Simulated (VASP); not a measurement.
# Ir: single point with LDA

Ir:

```
Ir
1.0
     2.22199    0.00000    0.00000
     0.00000    2.22199    0.00000
     0.00000    0.00000    2.22199
Ir
1
Direct
  0.00000 0.00000 0.00000
```

This cell differs from its parent crystal: volume scaled by 0.68.

```json
{
  "Program": "VASP 6.6.1",
  "Task": "single point",
  "Functional": "LDA",
  "Potentials or basis": "VASP PAW LDA potentials, release 64 (Ir)",
  "Cutoff": "520 eV",
  "k mesh": "15 × 15 × 15",
  "Occupations": "fermi-dirac, width 0.1 eV",
  "Spin": "no spin polarisation"
}
```

```yaml
Pressure: 280.0 GPa
```

Levels at points of the mesh, in eV from the Fermi level:
| k point | band 3 | band 4 | band 5 | band 6 | band 7 | band 8 |
| --- | --- | --- | --- | --- | --- | --- |
| (0.00, 0.00, 0.00) | -10.90 | 2.67 | 2.67 | 2.67 | 18.55 | 18.55 |

It took 20 s on 1 thread of Intel Xeon 6975P-C, on a shared host, peak memory 0.13 GiB.

Caveat: spin-orbit coupling is left out, which moves the levels of the heavy elements.
